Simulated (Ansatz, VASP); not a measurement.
## One calculation of Se, two programs

Contents of INCAR:

```
  PREC = Accurate
  ENCUT = 500
  EDIFF = 1E-6
  ISMEAR = 0
  SIGMA = 0.1
  LREAL = F
  LASPH = T
  NELM = 200
  ALGO = Normal
  ISIF = 2
  LWAVE = F
  LCHARG = F
  LDAU = T
  LDAUTYPE = 2
  LDAUL = 1
  LDAUU = 6.2
  LDAUJ = 0
  LDAUPRINT = 1
  GGA = PE
  NBANDS = 9
  GGA_COMPAT = F
```

The input KPOINTS:

```
regular mesh
0
Gamma
  10 10 10
```

The input POSCAR:

```
Se
1.0
   -1.7034486149      1.7034486149      1.7034486149
    1.7034486149     -1.7034486149      1.7034486149
    1.7034486149      1.7034486149     -1.7034486149
Se
1
Direct
    0.0000000000      0.0000000000      0.0000000000
```

Input for Ansatz:

```yaml
crystal:
  lattice:
    - [-1.7034486149, 1.7034486149, 1.7034486149]
    - [1.7034486149, -1.7034486149, 1.7034486149]
    - [1.7034486149, 1.7034486149, -1.7034486149]
  atoms:
    - { symbol: Se, position: [0.0, 0.0, 0.0] }
basis:
  ecutwfc: 420
kpoints:
  mp_grid: { grid: [10, 10, 10] }
hamiltonian:
  xc: pbe
  hubbard: { sites: [{ species: Se, l: p, u_eff: 6.2 }] }
scf:
  occupations: { method: gaussian, width: 0.1 }
  max_iter: 54
output:
  forces: true
  stress: true
  eigenvalues: true
```

Alike in both runs: task single point; functional PBE; k mesh 10 × 10 × 10; occupations gaussian, width 0.1 eV; no spin polarisation; Hubbard terms Se p U = 6.2 eV.

|  | VASP | Ansatz |
| --- | --- | --- |
| version | VASP 6.6.1 | Ansatz 0.2.0 |
| potentials or method | VASP PAW PBE potentials, release 64 (Se), cutoff 500 eV | scalar-relativistic, plane waves, PAW |
| valence electrons in the cell | 6 | 16 |

|  | VASP | Ansatz | Ansatz less VASP |
| --- | --- | --- | --- |
| gap on the k mesh at the Fermi level (eV) | none | none | - |
| pressure (GPa) | 4.4 | 2.2 | -2.22 |

The programs project onto different local orbitals, so the same U acts differently, and such runs can settle in different states. A gap of «none» marks a metal or a gap that the smearing closes. VASP's potentials hold 6 valence electrons a cell and Ansatz's 16, so a difference there can come from the potentials and not from the codes. Ansatz's warnings: filled band counts differ across k points.
